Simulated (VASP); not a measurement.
Write the native input for VASP 6.6.1 that does the following.

* Task: single point
* Functional: PBEsol
* Potentials or basis: VASP PAW PBE potentials, release 64 (Sn_d, Te)
* Cutoff: 520 eV
* k mesh: 8 × 8 × 8
* Occupations: gaussian, width 0.02 eV
* Spin: no spin polarisation
* Dipole correction: no
* Further INCAR settings: ALGO = Normal; EDIFF = 1e-06; NBANDS = 28

The structure of SnTe lies in POSCAR:

```
SnTe
1.0
    2.4141908694     -6.0777041548      0.0000000000
    2.4141908694      6.0777041548      0.0000000000
    0.0000000000      0.0000000000      4.3808362696
Sn Te
2 2
Direct
    0.8628288908      0.1371711092      0.2500000000
    0.1371711092      0.8628288908      0.7500000000
    0.6688498488      0.3311501512      0.2500000000
    0.3311501512      0.6688498488      0.7500000000
```

This cell differs from its parent crystal: Se replaced by Te, lengths x 1.042, strained.

One way to write it, as run:

INCAR

```
PREC = Accurate
ENCUT = 520
EDIFF = 1E-6
ISMEAR = 0
SIGMA = 0.02
LREAL = False
LASPH = True
NELM = 60
ALGO = Normal
ISIF = 2
LWAVE = False
LCHARG = False
GGA = PS
NBANDS = 28
```

KPOINTS

```
regular mesh
0
Gamma
  8 8 8
```

Potentials or basis: VASP PAW PBE potentials, release 64 (Sn_d, Te).

Run with:

```console
$ cat potpaw_PBE.64/Sn_d/POTCAR potpaw_PBE.64/Te/POTCAR > POTCAR
$ mpirun -np 1 vasp_std > vasp.out
```

It gave:

- Pressure: 12.9 GPa
- Largest force: 7.760 eV/Å

Caveat: the cell differs from its parent crystal (Se replaced by Te, lengths x 1.042, strained); the cell stands under pressure; the PAW data sets were made with another functional, which shifts forces and pressure a little.

Wall time 13 min on 1 thread of Intel Xeon 8259CL (shared host), peak memory 0.5 GiB.
